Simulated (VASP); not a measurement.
# O (P2/c) in VASP: a series of runs

The runs below take O through single point, with PBE, r2SCAN.

All numbers are computed with VASP 6.6.1; they aren't measurements. Logs are shortened: lines on timing, memory, paths and dates and some standing lists are left out, and cuts for length are marked.

### Step 1. The cell of the first run

The structure is monoclinic, space group P2/c (No. 13). Conventional cell: a = 3.908 Å, b = 3.892 Å, c = 3.019 Å, α = 90.00°, β = 110.69°, γ = 90.00°. O (site symmetry 1) has 1 O at 1.20 Å within 1.6 Å.

### Step 2. Single point, PBE (epitaxial xy strain -3.3%)

File INCAR:

```
ALGO = Normal
EDIFF = 1E-6
ENCUT = 520
GGA = PE
ISIF = 2
ISMEAR = -1
LASPH = True
LCHARG = True
LELF = True
LREAL = False
LVHAR = True
LWAVE = False
NBANDS = 20
NELM = 100
PREC = Accurate
SIGMA = 0.02
```

File KPOINTS:

```
k-points
0
Gamma
  8 6 10
```

File POSCAR:

```
O
1.0
    3.9072404912      0.0000000000     -0.0519853315
    0.0000000000      3.8916895765      0.0000000000
   -1.0290374351      0.0000000000      2.8380609406
O
4
Direct
    0.3354368573      0.6886925032      0.6746050231
    0.6645631427      0.6886925032      0.8253949769
    0.6645631427      0.3113074968      0.3253949769
    0.3354368573      0.3113074968      0.1746050231
```

Potentials or basis: VASP PAW PBE potentials, release 64 (O).

The run is started by

```bash
> cat potpaw_PBE.64/O/POTCAR > POTCAR
> mpirun -np 1 vasp_std > vasp.out
```

OUTCAR:

```text
EDIFF = 1E-6
   ENCUT = 520
   GGA = PE
   ISIF = 2
   ISMEAR = -1
   LASPH = True
   LREAL = False
   NELM = 100
   PREC = Accurate

 ion  position               nearest neighbor table
   1  0.335  0.689  0.675-   2 1.20
   2  0.665  0.689  0.825-   1 1.20
   3  0.665  0.311  0.325-   4 1.20
   4  0.335  0.311  0.175-   3 1.20

  LATTYP: Found a simple monoclinic cell.
 ALAT       =     3.0188587157
 B/A-ratio  =     1.2891261046
 C/A-ratio  =     1.2943919120
 COS(beta)  =    -0.3533464668

  Lattice vectors:

 A1 = (  -1.0290374351,   0.0000000000,   2.8380609406)
 A2 = (   0.0000000000,  -3.8916895765,   0.0000000000)
 A3 = (   3.9072404912,   0.0000000000,  -0.0519853315)

Analysis of symmetry for initial positions (statically):
=====================================================================
 Subroutine PRICEL returns:
 Original cell was already a primitive cell.

 Routine SETGRP: Setting up the symmetry group for a
 simple monoclinic supercell.

 Subroutine GETGRP returns: Found  4 space group operations
 (whereof  2 operations were pure point group operations)
 out of a pool of  4 trial point group operations.

The static configuration has the point symmetry S_2 .
 The point group associated with its full space group is C_2h.

Analysis of symmetry for dynamics (positions and initial velocities):
=====================================================================
 Subroutine PRICEL returns:
 Original cell was already a primitive cell.

 Routine SETGRP: Setting up the symmetry group for a
 simple monoclinic supercell.

 Subroutine GETGRP returns: Found  4 space group operations
 (whereof  2 operations were pure point group operations)
 out of a pool of  4 trial point group operations.

The dynamic configuration has the point symmetry S_2 .
 The point group associated with its full space group is C_2h.

 Subroutine INISYM returns: Found  4 space group operations
 (whereof  2 operations are pure point group operations),
 and found     1 'primitive' translations

----------------------------------------------------------------------------------------

                                     Primitive cell

  volume of cell :      42.9467

  direct lattice vectors                    reciprocal lattice vectors
     3.907240491  0.000000000 -0.051985332     0.257175756  0.000000000  0.093247991
     0.000000000  3.891689577  0.000000000     0.000000000  0.256957802  0.000000000
    -1.029037435  0.000000000  2.838060941     0.004710740  0.000000000  0.354061294

  length of vectors
     3.907586305  3.891689577  3.018858716     0.273559056  0.256957802  0.354092630

  position of ions in fractional coordinates (direct lattice)
     0.335436857  0.688692503  0.674605023
     0.664563143  0.688692503  0.825394977
     0.664563143  0.311307497  0.325394977
     0.335436857  0.311307497  0.174605023

  ion indices of the primitive-cell ions
   primitive index   ion index
                 1           1
                 2           2
                 3           3
                 4           4

----------------------------------------------------------------------------------------

 KPOINTS: k-points

Automatic generation of k-mesh.
 Grid dimensions read from file:
 generate k-points for:    8    6   10

 Generating k-lattice:

  Cartesian coordinates                     Fractional coordinates (reciprocal lattice)
     0.032146970  0.000000000  0.011655999     0.125000000  0.000000000  0.000000000
     0.000000000  0.042826300  0.000000000     0.000000000  0.166666667  0.000000000
     0.000471074  0.000000000  0.035406129     0.000000000  0.000000000  0.100000000

  Length of vectors
     0.034194882  0.042826300  0.035409263

  Shift w.r.t. Gamma in fractional coordinates (k-lattice)
     0.000000000  0.000000000  0.000000000

 Subroutine IBZKPT returns following result:
 ===========================================

 Found    168 irreducible k-points:

 Following reciprocal coordinates:
            Coordinates               Weight
  0.000000  0.000000  0.000000      1.000000
  0.125000  0.000000  0.000000      2.000000
  0.250000  0.000000  0.000000      2.000000
  0.375000  0.000000  0.000000      2.000000
  0.500000  0.000000  0.000000      1.000000
  0.000000  0.166667  0.000000      2.000000
[... 16 lines left out ...]
  0.250000  0.000000  0.100000      2.000000
  0.375000  0.000000  0.100000      2.000000
 [... further k-points ...]
   k-points           NKPTS =    168   k-points in BZ     NKDIM =    168   number of bands    NBANDS=     20
   number of dos      NEDOS =    301   number of ions     NIONS =      4
   total plane-waves  NPLWV =  21600
   dimension x,y,z NGX =    30 NGY =   30 NGZ =   24
   dimension x,y,z NGXF=    60 NGYF=   60 NGZF=   48
   ions per type =               4
   NGX,Y,Z   is equivalent  to a cutoff of  12.76, 12.82, 13.22 a.u.
   NGXF,Y,Z  is equivalent  to a cutoff of  25.53, 25.63, 26.43 a.u.
 SYSTEM =  unknown system
   PREC   = accura    normal or accurate (medium, high low for compatibility)
   ISTART =      0    job   : 0-new  1-cont  2-samecut
   ICHARG =      2    charge: 1-file 2-atom 10-const
   ISPIN  =      1    spin polarized calculation?
   LNONCOLLINEAR =      F non collinear calculations
   LSORBIT =      F    spin-orbit coupling
   LASPH  =      T    aspherical Exc in radial PAW
   ENCUT  =  520.0 eV  38.22 Ry    6.18 a.u.   7.27  7.24  5.61*2*pi/ulx,y,z
   NELM   =    100;   NELMIN=  2; NELMDL= -5     # of ELM steps
   EDIFF  = 0.1E-05   stopping-criterion for ELM
   LREAL  =      F    real-space projection
   EDIFFG = 0.1E-04   stopping-criterion for IOM
   NSW    =      0    number of steps for IOM
   IBRION =     -1    ionic relax: 0-MD 1-quasi-New 2-CG
   NFREE  =      0    steps in history (QN), initial steepest desc. (CG)
   ISIF   =      2    stress and relaxation
   ISYM   =      2    0-nonsym 1-usesym 2-fastsym
   POTIM  = 0.5000    time-step for ionic-motion
   TEBEG  =    0.0;   TEEND  =   0.0 temperature during run
   PSTRESS=    0.0 pullay stress
   NELECT =      24.0000    total number of electrons
   NUPDOWN=      -1.0000    fix difference up-down
   EMIN   =  10.00;   EMAX   =-10.00  energy-range for DOS
   EFERMI =   0.00;   METHOD = LEGACY
   ISMEAR =    -1;   SIGMA  =   0.02  broadening in eV -4-tet -1-fermi 0-gaus
   EFERMI_NEDOS =   21; number of points for ismear=-14 and -15
   IALGO  =     38    algorithm
   IMIX   =      4    mixing-type and parameters
     AMIX     =   0.40;   BMIX     =  1.00
     AMIX_MAG =   1.60;   BMIX_MAG =  1.00
  volume/ion in A,a.u.               =      10.74        72.45
  Fermi-wavevector in a.u.,A,eV,Ry     =   1.348451  2.548204 24.739760  1.818321
  Thomas-Fermi vector in A             =   2.476119
   LORBIT       =      0    0 simple, 1 ext, 2 COOP (PROOUT), +10 PAW based schemes
   GGA     = PE    functional components
   LHFCALC =     F    Hartree Fock is set to
   AEXX    =    0.0000 exact exchange contribution
   IVDW    =     0    specifies the selected vdW correction
   LEPSILON=     F    determine dielectric tensor
   LRPA    =     F    only Hartree local field effects (RPA)
 non-spin polarized calculation
  energy-cutoff  :      520.00
  volume of cell :       42.95
 maximum number of plane-waves:      1178
 NGX is ok and might be reduce to    30
   NGX = 15   NGY = 15   NGZ = 11

 number of electron      23.9999986 magnetization

 Free energy of the ion-electron system (eV)
  ---------------------------------------------------
  ext. energy  EPLUGINS =         0.00000000
  ---------------------------------------------------
  free energy    TOTEN  =       -19.61500617 eV

  energy without entropy =      -19.61500617  energy(sigma->0) =      -19.61500617

 E-fermi :   0.9006     XC(G=0):  -9.5760

 val. band max:        0.5379919559   @ k =   0.0000   0.5000   0.0000
 cond. band min:       1.2534245691   @ k =   0.5000   0.5000   0.0000
 fundamental gap:      0.7154326132
 Fermi energy:         0.9005972239

 k-point     1 :       0.0000    0.0000    0.0000
  band No.  band energies     occupation
      1     -27.2266      2.00000
      2     -25.4051      2.00000
      3     -13.9497      2.00000
      4     -11.7680      2.00000
      5      -8.5307      2.00000
      6      -7.6136      2.00000
[... 12 lines left out ...]
     19      14.5620      0.00000
     20      17.3764      0.00000

 k-point     2 :       0.1250    0.0000    0.0000
  band No.  band energies     occupation
      1     -27.2177      2.00000
      2     -25.4027      2.00000
      3     -14.1044      2.00000
      4     -11.8083      2.00000
      5      -8.3386      2.00000
      6      -7.5135      2.00000
[... 12 lines left out ...]
     19      14.3910      0.00000
     20      17.6808      0.00000

 k-point     3 :       0.2500    0.0000    0.0000
  band No.  band energies     occupation
      1     -27.1959      2.00000
      2     -25.3976      2.00000
      3     -14.4378      2.00000
      4     -11.9022      2.00000
      5      -8.0183      2.00000
      6      -7.2465      2.00000
[... 12 lines left out ...]
     19      14.0934      0.00000
     20      18.5515      0.00000

 k-point     4 :       0.3750    0.0000    0.0000
  band No.  band energies     occupation
      1     -27.1739      2.00000
      2     -25.3926      2.00000
      3     -14.7305      2.00000
      4     -11.9921      2.00000
      5      -7.8427      2.00000
      6      -7.2995      2.00000
[... 429 lines left out ...]
 k-point    23 :       0.2500    0.0000    0.1000
  band No.  band energies     occupation
      1     -27.1396      2.00000
      2     -25.4336      2.00000
      3     -14.4877      2.00000
      4     -11.9687      2.00000
      5      -7.9277      2.00000
      6      -7.4064      2.00000
[... 12 lines left out ...]
     19      14.1658      0.00000
     20      18.8151      0.00000

 k-point    24 :       0.3750    0.0000    0.1000
  band No.  band energies     occupation
      1     -27.1212      2.00000
      2     -25.4296      2.00000
      3     -14.7226      2.00000
      4     -12.0402      2.00000
      5      -7.7998      2.00000
      6      -7.4500      2.00000
[... 12 lines left out ...]
     19      14.0632      0.00000
     20      19.1245      0.00000

 [... further k-points ...]

------------------------ aborting loop because EDIFF is reached ----------------------------------------

  FORCE on cell =-STRESS in cart. coord.  units (eV):
  Direction    XX          YY          ZZ          XY          YZ          ZX
  --------------------------------------------------------------------------------------
  -------------------------------------------------------------------------------------
  Total        5.6739841      1.3540764      1.8441225      0.0000000      0.0000000      1.4981413
  in kB      211.6746336     50.5154100     68.7971512      0.0000000      0.0000000     55.8899200
  external PRESSURE =     110.3290650 kB  Pullay stress =       0.0000000 kB

 VOLUME and BASIS-vectors are now :
 -----------------------------------------------------------------------------
  energy-cutoff  :      520.00
  volume of cell :       42.95
      direct lattice vectors                 reciprocal lattice vectors
     3.907240491  0.000000000 -0.051985332     0.257175756  0.000000000  0.093247991
     0.000000000  3.891689577  0.000000000     0.000000000  0.256957802  0.000000000
    -1.029037435  0.000000000  2.838060941     0.004710740  0.000000000  0.354061294

 POSITION                                       TOTAL-FORCE (eV/Angst)
 -----------------------------------------------------------------------------------
      0.61644      2.68018      1.89713        -1.899844      0.072420     -0.690789
      1.74725      2.68018      2.30797         1.899844      0.072420      0.690789
      2.26176      1.21151      0.88894         1.899844     -0.072420      0.690789
      1.13096      1.21151      0.47810        -1.899844     -0.072420     -0.690789
 -----------------------------------------------------------------------------------
    total drift:                                0.000000      0.000000     -0.000000

  FREE ENERGIE OF THE ION-ELECTRON SYSTEM (eV)
  ---------------------------------------------------
  free  energy   TOTEN  =       -19.6150061678 eV

  energy  without entropy=      -19.6150061677  energy(sigma->0) =      -19.61500617
```

Run time: 2.7 min. Hardware: 1 thread of Intel Xeon 8259CL, shared host; peak memory 0.22 GiB.

Results:

| Quantity | Value |
| --- | --- |
| Free energy | -19.6150 eV |
| Pressure | 11.0 GPa |
| Largest force | 2.023 eV/Å |
| Band gap on the k mesh | 0.72 eV (least direct gap 0.84 eV) |

Forces on the atoms (eV/Å):
```
O   -1.900  0.072 -0.691
O    1.900  0.072  0.691
O    1.900 -0.072  0.691
O   -1.900 -0.072 -0.691
```

Caveat: the cell differs from its parent crystal (epitaxial xy strain -3.3%); the standard files for N, O and F lose accuracy on very short bonds; spin is off for a triplet molecule; the cell stands under pressure; this functional lacks dispersion, which holds the molecules together, so the pressure and a relaxed volume are unreliable; forces of over 1 eV/Å act on the atoms, so gaps and moduli don't describe the material at rest. A k mesh can miss the band edges.

### Step 3. Single point, PBE (strain -1.0%)

File INCAR:

```
SYSTEM = O
PREC = Accurate
ENCUT = 520
EDIFF = 1E-7
ISMEAR = -1
SIGMA = 0.02
LREAL = .False.
LASPH = .True.
NELM = 80
ALGO = Normal
ISIF = 2
LWAVE = .False.
LCHARG = .True.
GGA = PE
LELF = .True.
LVHAR = .True.
NBANDS = 20
```

File KPOINTS:

```
regular mesh
0
Gamma
  8 6 10
  0 0 0
```

File POSCAR:

```
O
1.0
    4.0026376312      0.0000000000     -0.0506303484
    0.0000000000      3.9867070335      0.0000000000
   -1.0541618748      0.0000000000      2.7640876791
O
4
Direct
    0.3383190059      0.6868945921      0.6693924823
    0.6616809941      0.6868945921      0.8306075177
    0.6616809941      0.3131054079      0.3306075177
    0.3383190059      0.3131054079      0.1693924823
```

Potentials or basis: VASP PAW PBE potentials, release 64 (O).

The run is started by

```bash
> cat potpaw_PBE.64/O/POTCAR > POTCAR
> mpirun -np 1 vasp_std > vasp.out
```

OUTCAR:

```text
SYSTEM = O
   PREC = Accurate
   ENCUT = 520
   EDIFF = 1E-7
   ISMEAR = -1
   LREAL = .False.
   LASPH = .True.
   NELM = 80
   ISIF = 2
   GGA = PE

 ion  position               nearest neighbor table
   1  0.338  0.687  0.669-   2 1.20
   2  0.662  0.687  0.831-   1 1.20
   3  0.662  0.313  0.331-   4 1.20
   4  0.338  0.313  0.169-   3 1.20

  LATTYP: Found a simple monoclinic cell.
 ALAT       =     2.9582829405
[... 752 lines left out ...]

  FORCE on cell =-STRESS in cart. coord.  units (eV):
  Direction    XX          YY          ZZ          XY          YZ          ZX
  --------------------------------------------------------------------------------------
  -------------------------------------------------------------------------------------
  Total        5.3554272      1.2111139      2.1172644      0.0000000      0.0000000      1.4335211
  in kB      195.4755556     44.2062135     77.2811231      0.0000000      0.0000000     52.3241794
  external PRESSURE =     105.6542974 kB  Pullay stress =       0.0000000 kB

 VOLUME and BASIS-vectors are now :
 -----------------------------------------------------------------------------
  energy-cutoff  :      520.00
  volume of cell :       43.89
      direct lattice vectors                 reciprocal lattice vectors
     4.002637631  0.000000000 -0.050630348     0.251046340  0.000000000  0.095743519
     0.000000000  3.986707034  0.000000000     0.000000000  0.250833581  0.000000000
    -1.054161875  0.000000000  2.764087679     0.004598466  0.000000000  0.363536778

 POSITION                                       TOTAL-FORCE (eV/Angst)
 -----------------------------------------------------------------------------------
      0.64852      2.73845      1.83313        -1.891935      0.081094     -0.718804
      1.77287      2.73845      2.26237         1.891935      0.081094      0.718804
      2.29996      1.24826      0.88033         1.891935     -0.081094      0.718804
      1.17560      1.24826      0.45109        -1.891935     -0.081094     -0.718804
 -----------------------------------------------------------------------------------
    total drift:                               -0.000000      0.000000      0.000000

  FREE ENERGIE OF THE ION-ELECTRON SYSTEM (eV)
  ---------------------------------------------------
  free  energy   TOTEN  =       -19.6414952955 eV

  energy  without entropy=      -19.6414952955  energy(sigma->0) =      -19.64149530
```

stdout:

```text
POSCAR found type information on POSCAR O
 POSCAR found :  1 types and       4 ions
 scaLAPACK will be used
 LDA part: xc-table for (Slater+PW92), standard interpolation
 POSCAR, INCAR and KPOINTS ok, starting setup
 FFT: planning ... GRIDC
 FFT: planning ... GRID_SOFT
 FFT: planning ... GRID
 WAVECAR not read
 entering main loop
```

It took 3.1 min on 1 thread of Intel Xeon 8259CL, shared host; peak memory 0.22 GiB.

Results:

```yaml
Free_energy: -19.6415 eV
Pressure: 10.6 GPa
Largest_force: 2.026 eV/Å
Band_gap_on_the_k_mesh: 0.90 eV
```

Forces on the atoms (eV/Å):
```
O   -1.892  0.081 -0.719
O    1.892  0.081  0.719
O    1.892 -0.081  0.719
O   -1.892 -0.081 -0.719
```

Levels at points of the mesh, in eV from the valence-band top:
```csv
k point,band 9,band 10,band 11,band 12,band 13,band 14,band 15,band 16
"(0.00, 0.00, 0.00)",-4.66,-4.55,-0.63,-0.50,1.93,1.93,9.36,11.41
"(0.50, 0.00, 0.00)",-4.74,-4.64,-1.18,-0.12,1.97,2.12,7.23,10.31
"(0.00, 0.50, 0.00)",-5.11,-4.91,-0.34,-0.01,1.22,1.71,10.38,11.46
"(0.50, 0.50, 0.00)",-5.12,-5.00,-0.19,0.00,0.90,1.95,8.10,9.44
"(0.00, 0.00, 0.50)",-5.06,-5.06,-0.99,-0.99,1.64,1.64,10.09,10.09
"(0.50, 0.00, 0.50)",-5.06,-5.06,-0.99,-0.99,1.64,1.64,10.08,10.08
"(0.00, 0.50, 0.50)",-4.34,-4.34,-1.53,-1.53,2.27,2.27,10.19,10.19
"(0.50, 0.50, 0.50)",-4.34,-4.34,-1.53,-1.53,2.27,2.27,10.18,10.18
```

Caveat: the cell differs from its parent crystal (strain -1.0%); the standard files for N, O and F lose accuracy on very short bonds; spin is off for a triplet molecule; the cell stands under pressure; this functional lacks dispersion, which holds the molecules together, so the pressure and a relaxed volume are unreliable; forces of over 1 eV/Å act on the atoms, so gaps and moduli don't describe the material at rest. A k mesh can miss the band edges.

(Part 1 of 3 ends here.)
